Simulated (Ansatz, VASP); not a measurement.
**ZnS: VASP beside Ansatz**

File INCAR:

```
ALGO = Normal
EDIFF = 1E-7
ENCUT = 520
GGA = PS
ISIF = 2
ISMEAR = 0
LASPH = T
LCHARG = T
LELF = T
LREAL = F
LVHAR = T
LWAVE = F
NBANDS = 16
NELM = 100
PREC = Accurate
SIGMA = 0.05
```

File KPOINTS:

```
k-points
0
Gamma
  10 10 10
```

The input POSCAR:

```
ZnS
1.0
    0.0000000000      2.6782590749      2.6782590749
    2.6782590749      0.0000000000      2.6782590749
    2.6782590749      2.6782590749      0.0000000000
Zn S
1 1
Direct
    0.0000000000      0.0000000000      0.0000000000
    0.6085326873      0.7971557709      0.7971557709
```

Input for Ansatz:

```yaml
crystal:
  lattice:
    - [0.0, 2.6782590749, 2.6782590749]
    - [2.6782590749, 0.0, 2.6782590749]
    - [2.6782590749, 2.6782590749, 0.0]
  atoms:
    - { symbol: Zn, position: [0.0, 0.0, 0.0] }
    - { symbol: S, position: [0.6085326873, 0.7971557709, 0.7971557709] }
basis:
  ecutwfc: 420
kpoints:
  mp_grid: { grid: [10, 10, 10] }
hamiltonian:
  xc: pbesol
scf:
  occupations: { method: gaussian, width: 0.05 }
output:
  forces: true
  stress: true
  eigenvalues: true
```

Change from the starting cell: all S atoms moved +0.438 Å, as atom 2 towards its neighbour atom 1 (Zn) at 2.319 Å.

Alike in both runs: task single point; functional PBEsol; k mesh 10 × 10 × 10; occupations gaussian, width 0.05 eV; no spin polarisation.

|  | VASP | Ansatz |
| --- | --- | --- |
| version | VASP 6.6.1 | Ansatz 0.2.0 |
| potentials or method | VASP PAW PBE potentials, release 64 (Zn, S), cutoff 520 eV | scalar-relativistic, plane waves, PAW |
| valence electrons in the cell | 18 | 18 |

|  | VASP | Ansatz | Ansatz less VASP |
| --- | --- | --- | --- |
| gap on the k mesh at the Fermi level (eV) | 1.96 | 1.94 | -0.016 |
| least direct gap on the mesh (eV) | 1.96 | 1.94 | -0.016 |
| pressure (GPa) | 13.0 | 12.7 | -0.31 |
| traceless stress, the component that is largest in VASP (GPa) | -17.23 | -17.09 | +0.138 |
| rms of the force components (eV/Å) | 4.388 | 4.360 | -0.0281 |

VASP's potentials were made for PBE, not for PBEsol. Atom by atom the forces differ by 0.028 eV/Å (rms over components).
